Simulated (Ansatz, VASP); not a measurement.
One calculation of RbY2, two programs

```
Rb Y
1.0
     0.00000    4.05466    4.05466
     4.05466    0.00000    4.05466
     4.05466    4.05466    0.00000
Rb Y
1 2
Direct
  0.00000 0.00000 0.00000
  0.25000 0.25000 0.25000
  0.75000 0.75000 0.75000
```

Alike in both runs: functional PBE; k mesh 10 × 10 × 10; occupations gaussian, width 0.1 eV; no spin polarisation.

Ansatz relaxed the structure, and its values are those at the end. VASP's run is a single point on that final structure, the one shown.

|  | VASP | Ansatz |
| --- | --- | --- |
| version | VASP 6.6.1 | Ansatz 0.2.0 |
| potentials or method | VASP PAW PBE potentials, release 64 (Rb_sv, Y_sv), cutoff 520 eV | scalar-relativistic, plane waves, PAW |
| valence electrons in the cell | 31 | 31 |

```csv
,VASP,Ansatz,Ansatz less VASP
gap on the k mesh at the Fermi level (eV),none,none,-
pressure (GPa),0.0,0.0,-0.01
```

A gap of «none» marks a metal or a gap that the smearing closes.
